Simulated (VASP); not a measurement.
# LiH (P1) in VASP: single point with PBE

Aim: the single point of LiH with PBE.

All numbers are computed with VASP 6.6.1; they aren't measurements. Logs are shortened: lines on timing, memory, paths and dates and some standing lists are left out, and cuts for length are marked.

### 1 The cell of the first run

The typed cell holds 16 atoms: a = 5.768 Å, b = 5.768 Å, c = 5.768 Å, α = 60.00°, β = 60.00°, γ = 60.00°.

### 2 Single point, PBE

INCAR reads:

```
ALGO = Fast
EDIFF = 1E-7
ENCUT = 520
GGA = PE
ISIF = 2
ISMEAR = -1
LASPH = T
LCHARG = F
LREAL = Auto
LWAVE = F
NBANDS = 30
NELM = 100
PREC = Accurate
SIGMA = 0.0388
```

KPOINTS reads:

```
k-points
0
Gamma
  6 6 6
```

POSCAR reads:

```
LiH
1.0
   -4.0785050826     -4.0785050826      0.0000000000
   -4.0785050826      0.0000000000     -4.0785050826
    0.0000000000     -4.0785050826     -4.0785050826
Li H
8 8
Direct
    0.4876135469      0.4803756188      0.5282949510
    0.9695003862      0.4793052780      0.5335030979
    0.4699117557      0.0252907923      0.5361891758
    0.9928253156      0.9604616103      0.5143252126
    0.4941266673      0.5138563403      0.0071062799
    0.9849180169      0.5529286045      0.9801277605
    0.5067224790      0.9947368843      0.0736009284
    0.9745247970      0.9874702562      0.0645864178
    0.2966981650      0.2665367941      0.2444063909
    0.7705505984      0.2143523950      0.2691115127
    0.2684746381      0.7536146327      0.2415517514
    0.7419595367      0.7595904024      0.2678699311
    0.2651163209      0.2253148266      0.7969807568
    0.7350709534      0.2515128232      0.7793627339
    0.2429553073      0.7909106167      0.7303004150
    0.7373992154      0.7679613378      0.7614249659
```

Potentials or basis: VASP PAW PBE potentials, release 64 (Li_sv, H).

Command:

```bash
$ cat potpaw_PBE.64/Li_sv/POTCAR potpaw_PBE.64/H/POTCAR > POTCAR
$ mpirun -np 1 vasp_std > vasp.out
```

OUTCAR:

```text
EDIFF = 1E-7
   ENCUT = 520
   GGA = PE
   ISIF = 2
   ISMEAR = -1
   LASPH = T
   LREAL = Auto
   NELM = 100
   PREC = Accurate

 ion  position               nearest neighbor table
   1  0.488  0.480  0.528-
   2  0.970  0.479  0.534-
   3  0.470  0.025  0.536-
   4  0.993  0.960  0.514-   6 2.53   8 2.57
   5  0.494  0.514  0.007-
   6  0.985  0.553  0.980-   4 2.53
   7  0.507  0.995  0.074-
   8  0.975  0.987  0.065-   4 2.57
   9  0.297  0.267  0.244-
  10  0.771  0.214  0.269-
  11  0.268  0.754  0.242-
  12  0.742  0.760  0.268-
  13  0.265  0.225  0.797-
  14  0.735  0.252  0.779-
  15  0.243  0.791  0.730-
  16  0.737  0.768  0.761-

  LATTYP: Found a face centered cubic cell.
 ALAT       =     8.1570101652

  Lattice vectors:

 A1 = (  -4.0785050826,  -4.0785050826,   0.0000000000)
 A2 = (  -4.0785050826,   0.0000000000,  -4.0785050826)
 A3 = (   0.0000000000,  -4.0785050826,  -4.0785050826)

Analysis of symmetry for initial positions (statically):
=====================================================================
 Subroutine PRICEL returns:
 Original cell was already a primitive cell.

 Routine SETGRP: Setting up the symmetry group for a
 face centered cubic supercell.

 Subroutine GETGRP returns: Found  1 space group operations
 (whereof  1 operations were pure point group operations)
 out of a pool of 48 trial point group operations.

The static configuration has the point symmetry C_1 .

Analysis of symmetry for dynamics (positions and initial velocities):
=====================================================================
 Subroutine PRICEL returns:
 Original cell was already a primitive cell.

 Routine SETGRP: Setting up the symmetry group for a
 face centered cubic supercell.

 Subroutine GETGRP returns: Found  1 space group operations
 (whereof  1 operations were pure point group operations)
 out of a pool of 48 trial point group operations.

The dynamic configuration has the point symmetry C_1 .

 Subroutine INISYM returns: Found  1 space group operations
 (whereof  1 operations are pure point group operations),
 and found     1 'primitive' translations

----------------------------------------------------------------------------------------

                                     Primitive cell

  volume of cell :     135.6854

  direct lattice vectors                    reciprocal lattice vectors
    -4.078505083 -4.078505083  0.000000000    -0.122593938 -0.122593938  0.122593938
    -4.078505083  0.000000000 -4.078505083    -0.122593938  0.122593938 -0.122593938
     0.000000000 -4.078505083 -4.078505083     0.122593938 -0.122593938 -0.122593938

  length of vectors
     5.767877202  5.767877202  5.767877202     0.212338930  0.212338930  0.212338930

  position of ions in fractional coordinates (direct lattice)
     0.487613547  0.480375619  0.528294951
     0.969500386  0.479305278  0.533503098
     0.469911756  0.025290792  0.536189176
     0.992825316  0.960461610  0.514325213
     0.494126667  0.513856340  0.007106280
     0.984918017  0.552928605  0.980127760
[... 8 lines left out ...]
     0.242955307  0.790910617  0.730300415
     0.737399215  0.767961338  0.761424966

  ion indices of the primitive-cell ions
   primitive index   ion index
                 1           1
                 2           2
                 3           3
                 4           4
                 5           5
                 6           6
[... 8 lines left out ...]
                15          15
                16          16

----------------------------------------------------------------------------------------

 KPOINTS: k-points

Automatic generation of k-mesh.
 Grid dimensions read from file:
 generate k-points for:    6    6    6

 Generating k-lattice:

  Cartesian coordinates                     Fractional coordinates (reciprocal lattice)
    -0.020432323 -0.020432323  0.020432323     0.166666667  0.000000000  0.000000000
    -0.020432323  0.020432323 -0.020432323     0.000000000  0.166666667  0.000000000
     0.020432323 -0.020432323 -0.020432323     0.000000000  0.000000000  0.166666667

  Length of vectors
     0.035389822  0.035389822  0.035389822

  Shift w.r.t. Gamma in fractional coordinates (k-lattice)
     0.000000000  0.000000000  0.000000000

 Subroutine IBZKPT returns following result:
 ===========================================

 Found    112 irreducible k-points:

 Following reciprocal coordinates:
            Coordinates               Weight
  0.000000  0.000000  0.000000      1.000000
  0.166667  0.000000  0.000000      2.000000
  0.000000  0.166667  0.000000      2.000000
  0.000000  0.000000  0.166667      2.000000
  0.166667  0.166667  0.166667      2.000000
  0.333333  0.000000  0.000000      2.000000
[... 16 lines left out ...]
  0.166667 -0.166667 -0.166667      2.000000
  0.333333  0.333333  0.166667      2.000000
 [... further k-points ...]
   k-points           NKPTS =    112   k-points in BZ     NKDIM =    112   number of bands    NBANDS=     30
   number of dos      NEDOS =    301   number of ions     NIONS =     16
   total plane-waves  NPLWV = 110592
   dimension x,y,z NGX =    48 NGY =   48 NGZ =   48
   dimension x,y,z NGXF=    96 NGYF=   96 NGZF=   96
   ions per type =               8   8
   NGX,Y,Z   is equivalent  to a cutoff of  13.83, 13.83, 13.83 a.u.
   NGXF,Y,Z  is equivalent  to a cutoff of  27.67, 27.67, 27.67 a.u.
 SYSTEM =  unknown system
   PREC   = accura    normal or accurate (medium, high low for compatibility)
   ISTART =      0    job   : 0-new  1-cont  2-samecut
   ICHARG =      2    charge: 1-file 2-atom 10-const
   ISPIN  =      1    spin polarized calculation?
   LNONCOLLINEAR =      F non collinear calculations
   LSORBIT =      F    spin-orbit coupling
   LASPH  =      T    aspherical Exc in radial PAW
   ENCUT  =  520.0 eV  38.22 Ry    6.18 a.u.  10.72 10.72 10.72*2*pi/ulx,y,z
   NELM   =    100;   NELMIN=  2; NELMDL= -5     # of ELM steps
   EDIFF  = 0.1E-06   stopping-criterion for ELM
   LREAL  =      T    real-space projection
   EDIFFG = 0.1E-05   stopping-criterion for IOM
   NSW    =      0    number of steps for IOM
   IBRION =     -1    ionic relax: 0-MD 1-quasi-New 2-CG
   NFREE  =      0    steps in history (QN), initial steepest desc. (CG)
   ISIF   =      2    stress and relaxation
   ISYM   =      2    0-nonsym 1-usesym 2-fastsym
   POTIM  = 0.5000    time-step for ionic-motion
   TEBEG  =    0.0;   TEEND  =   0.0 temperature during run
   PSTRESS=    0.0 pullay stress
   NELECT =      32.0000    total number of electrons
   NUPDOWN=      -1.0000    fix difference up-down
   EMIN   =  10.00;   EMAX   =-10.00  energy-range for DOS
   EFERMI =   0.00;   METHOD = LEGACY
   ISMEAR =    -1;   SIGMA  =   0.04  broadening in eV -4-tet -1-fermi 0-gaus
   EFERMI_NEDOS =   21; number of points for ismear=-14 and -15
   IALGO  =     68    algorithm
   IMIX   =      4    mixing-type and parameters
     AMIX     =   0.40;   BMIX     =  1.00
     AMIX_MAG =   1.60;   BMIX_MAG =  1.00
  volume/ion in A,a.u.               =       8.48        57.23
  Fermi-wavevector in a.u.,A,eV,Ry     =   1.011456  1.911375 13.919358  1.023044
  Thomas-Fermi vector in A             =   2.144507
   LORBIT       =      0    0 simple, 1 ext, 2 COOP (PROOUT), +10 PAW based schemes
   GGA     = PE    functional components
   LHFCALC =     F    Hartree Fock is set to
   AEXX    =    0.0000 exact exchange contribution
   IVDW    =     0    specifies the selected vdW correction
   LEPSILON=     F    determine dielectric tensor
   LRPA    =     F    only Hartree local field effects (RPA)
 non-spin polarized calculation
 RMM-DIIS sequential band-by-band and
  energy-cutoff  :      520.00
  volume of cell :      135.69
 maximum number of plane-waves:      3695
 NGX is ok and might be reduce to    48
   NGX = 21   NGY = 21   NGZ = 21

 number of electron      32.0000001 magnetization

 Free energy of the ion-electron system (eV)
  ---------------------------------------------------
  ext. energy  EPLUGINS =         0.00000000
  ---------------------------------------------------
  free energy    TOTEN  =       -48.27766645 eV

  energy without entropy =      -48.27766645  energy(sigma->0) =      -48.27766645

 E-fermi :   0.7234     XC(G=0):  -8.3224

 val. band max:       -0.1589691376   @ k =   0.0000   0.0000   0.0000
 cond. band min:       2.8439044744   @ k =   0.0000   0.0000   0.0000
 fundamental gap:      3.0028736119
 Fermi energy:         0.7233728411

 k-point     1 :       0.0000    0.0000    0.0000
  band No.  band energies     occupation
      1     -44.7511      2.00000
      2     -44.7223      2.00000
      3     -44.6154      2.00000
      4     -44.4633      2.00000
      5     -44.3606      2.00000
      6     -44.3261      2.00000
[... 20 lines left out ...]
     27      10.4923      0.00000
     28      10.5558      0.00000

 k-point     2 :       0.1667    0.0000    0.0000
  band No.  band energies     occupation
      1     -44.7509      2.00000
      2     -44.7222      2.00000
      3     -44.6155      2.00000
      4     -44.4633      2.00000
      5     -44.3603      2.00000
      6     -44.3262      2.00000
[... 20 lines left out ...]
     27      10.5690      0.00000
     28      10.6456      0.00000

 k-point     3 :       0.0000    0.1667    0.0000
  band No.  band energies     occupation
      1     -44.7509      2.00000
      2     -44.7222      2.00000
      3     -44.6153      2.00000
      4     -44.4634      2.00000
      5     -44.3601      2.00000
      6     -44.3264      2.00000
[... 20 lines left out ...]
     27      10.4017      0.00000
     28      10.5862      0.00000

 k-point     4 :       0.0000    0.0000    0.1667
  band No.  band energies     occupation
      1     -44.7506      2.00000
      2     -44.7226      2.00000
      3     -44.6154      2.00000
      4     -44.4632      2.00000
      5     -44.3605      2.00000
      6     -44.3261      2.00000
[... 20 lines left out ...]
     27      10.4188      0.00000
     28      10.5162      0.00000

 k-point     5 :       0.1667    0.1667    0.1667
  band No.  band energies     occupation
      1     -44.7506      2.00000
      2     -44.7225      2.00000
      3     -44.6154      2.00000
      4     -44.4632      2.00000
      5     -44.3605      2.00000
      6     -44.3261      2.00000
[... 20 lines left out ...]
     27      10.3363      0.00000
     28      10.5405      0.00000

 k-point     6 :       0.3333    0.0000    0.0000
  band No.  band energies     occupation
      1     -44.7506      2.00000
      2     -44.7221      2.00000
      3     -44.6157      2.00000
      4     -44.4633      2.00000
      5     -44.3598      2.00000
      6     -44.3266      2.00000
[... 463 lines left out ...]
      5     -44.3602      2.00000
      6     -44.3265      2.00000
[... 20 lines left out ...]
     27       9.8820      0.00000
     28      10.2379      0.00000

 k-point    22 :       0.1667    0.3333    0.0000
  band No.  band energies     occupation
      1     -44.7506      2.00000
      2     -44.7221      2.00000
      3     -44.6154      2.00000
      4     -44.4635      2.00000
      5     -44.3598      2.00000
      6     -44.3264      2.00000
[... 20 lines left out ...]
     27      10.0515      0.00000
     28      10.4146      0.00000

 k-point    23 :       0.1667   -0.1667   -0.1667
  band No.  band energies     occupation
      1     -44.7503      2.00000
      2     -44.7225      2.00000
      3     -44.6155      2.00000
      4     -44.4633      2.00000
      5     -44.3597      2.00000
      6     -44.3268      2.00000
[... 20 lines left out ...]
     27      10.0631      0.00000
     28      10.3748      0.00000

 k-point    24 :       0.3333    0.3333    0.1667
  band No.  band energies     occupation
      1     -44.7503      2.00000
      2     -44.7224      2.00000
      3     -44.6156      2.00000
      4     -44.4632      2.00000
      5     -44.3604      2.00000
      6     -44.3260      2.00000
[... 20 lines left out ...]
     27       9.9912      0.00000
     28      10.3971      0.00000

 [... further k-points ...]

 [bands above 28 left out]

------------------------ aborting loop because EDIFF is reached ----------------------------------------

  FORCE on cell =-STRESS in cart. coord.  units (eV):
  Direction    XX          YY          ZZ          XY          YZ          ZX
  --------------------------------------------------------------------------------------
  -------------------------------------------------------------------------------------
  Total       -0.1943125     -0.7756916     -0.6318029      0.1854207      0.1067351      0.0332689
  in kB       -2.2944484     -9.1593926     -7.4603492      2.1894541      1.2603318      0.3928403
  external PRESSURE =      -6.3047301 kB  Pullay stress =       0.0000000 kB

 VOLUME and BASIS-vectors are now :
 -----------------------------------------------------------------------------
  energy-cutoff  :      520.00
  volume of cell :      135.69
      direct lattice vectors                 reciprocal lattice vectors
    -4.078505083 -4.078505083  0.000000000    -0.122593938 -0.122593938  0.122593938
    -4.078505083  0.000000000 -4.078505083    -0.122593938  0.122593938 -0.122593938
     0.000000000 -4.078505083 -4.078505083     0.122593938 -0.122593938 -0.122593938

 POSITION                                       TOTAL-FORCE (eV/Angst)
 -----------------------------------------------------------------------------------
     -3.94795     -4.14339     -4.11387        -0.136945     -0.091058     -0.014223
     -5.90896     -6.13001     -4.13074        -0.196138     -0.069305      0.132702
     -2.01969     -4.10339     -2.29000         0.029133     -0.120681      0.130724
     -7.96649     -6.14692     -6.01493        -0.434738      0.058362     -0.366071
     -4.11106     -2.04428     -2.12475        -0.020216     -0.054923     -0.037612
     -6.27212     -8.01445     -6.25258         0.364430     -0.544148      0.192662
[... 8 lines left out ...]
     -4.21663     -3.96943     -6.20427         0.421925     -0.227610      0.094060
     -6.13962     -6.11296     -6.23761         0.121347     -0.227885      0.256085
 -----------------------------------------------------------------------------------
    total drift:                                0.001198      0.002753      0.001585

  FREE ENERGIE OF THE ION-ELECTRON SYSTEM (eV)
  ---------------------------------------------------
  free  energy   TOTEN  =       -48.2776664531 eV

  energy  without entropy=      -48.2776664531  energy(sigma->0) =      -48.27766645
```

Wall time 27 min (1 thread of AMD EPYC 9R45 (Zen 5), shared host); peak memory 0.44 GiB.

What came out:

- Free energy: -48.2777 eV
- Largest force: 0.908 eV/Å
- Band gap on the k mesh: 3.00 eV

Forces in eV/Å, atoms in the order of the input:
```
Li  -0.137 -0.091 -0.014
Li  -0.196 -0.069  0.133
Li   0.029 -0.121  0.131
Li  -0.435  0.058 -0.366
Li  -0.020 -0.055 -0.038
Li   0.364 -0.544  0.193
Li   0.027  0.879  0.226
Li  -0.513  0.182  0.395
H    0.458  0.166 -0.337
H   -0.155  0.121 -0.565
H    0.243 -0.198 -0.247
H    0.079 -0.363  0.237
H   -0.151  0.487 -0.166
H   -0.136  0.003  0.070
H    0.422 -0.228  0.094
H    0.121 -0.228  0.256
```

Caveat: the cutoff is under 1.25 times the usual one of these potentials, so pressure, stress and relaxed cells hold a basis-set (Pulay) error; the atoms stand as in a frame of molecular dynamics.
